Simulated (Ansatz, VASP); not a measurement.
## InP in VASP and in Ansatz

```
In P
1.0
     0.00000    2.93050    2.93050
     2.93050    0.00000    2.93050
     2.93050    2.93050    0.00000
In P
1 1
Cartesian
  0.0000 0.0000 0.0000
  4.3957 4.3957 4.3957
```

Alike in both runs: task single point; functional PBE; k mesh 6 × 6 × 6; occupations fermi-dirac, width 0.02 eV; no spin polarisation.

|  | VASP | Ansatz |
| --- | --- | --- |
| version | VASP 6.6.1 | Ansatz 0.2.0 |
| potentials or method | VASP PAW PBE potentials, release 64 (In_d, P), cutoff 520 eV | all-electron LAPW, scalar-relativistic |

|  | VASP | Ansatz | Ansatz less VASP |
| --- | --- | --- | --- |
| gap on the k mesh at the Fermi level (eV) | 0.71 | 0.71 | +0.002 |
| least direct gap on the mesh (eV) | 0.71 | 0.71 | +0.002 |
| pressure (GPa) | 3.3 | 3.3 | +0.06 |

Ansatz ran all-electron here, and VASP with PAW potentials.
